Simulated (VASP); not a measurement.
Here is a VASP 6.6.1 calculation.

The input POSCAR:

```
Sr
1.0
    0.0000000000      3.0521104090      3.0521104090
    3.0521104090      0.0000000000      3.0521104090
    3.0521104090      3.0521104090      0.0000000000
Sr
1
Direct
    0.0000000000      0.0000000000      0.0000000000
```

The input INCAR.step1:

```
SYSTEM = Sr
  ALGO = Normal
  EDIFF = 1E-4
  ENCUT = 520
  GGA = PE
  ISMEAR = -1
  LASPH = .True.
  LCHARG = .False.
  LREAL = .False.
  LWAVE = .True.
  NBANDS = 11
  NELM = 80
  PREC = Accurate
  SIGMA = 0.03
```

File INCAR.step2:

```
SYSTEM = Sr
  ALGO = Normal
  EDIFF = 1E-7
  ENCUT = 520
  ISIF = 2
  ISMEAR = -1
  ISTART = 1
  LASPH = .True.
  LCHARG = .False.
  LMIXTAU = .True.
  LREAL = .False.
  LWAVE = .False.
  METAGGA = R2SCAN
  NBANDS = 11
  NELM = 80
  PREC = Accurate
  SIGMA = 0.03
```

Contents of KPOINTS:

```
k-points
0
Gamma
  9 9 9
  0 0 0
```

Potentials or basis: VASP PAW PBE potentials, release 64 (Sr_sv).

Command:

```sh
$ cat potpaw_PBE.64/Sr_sv/POTCAR > POTCAR
$ cp INCAR.step1 INCAR
$ mpirun -np 1 vasp_std > vasp.out
$ cp INCAR.step2 INCAR
$ mpirun -np 1 vasp_std > vasp.out
```

Task: What does it give for the pressure?

Result: 0.0 GPa.

Task: What does it give for the band gap on the k mesh?

Result: Zero (band 5 reaches 1.46 eV, above the bottom of band 6 at 1.45 eV).

Caveat: the PAW data sets were made with another functional, which shifts forces and pressure a little.
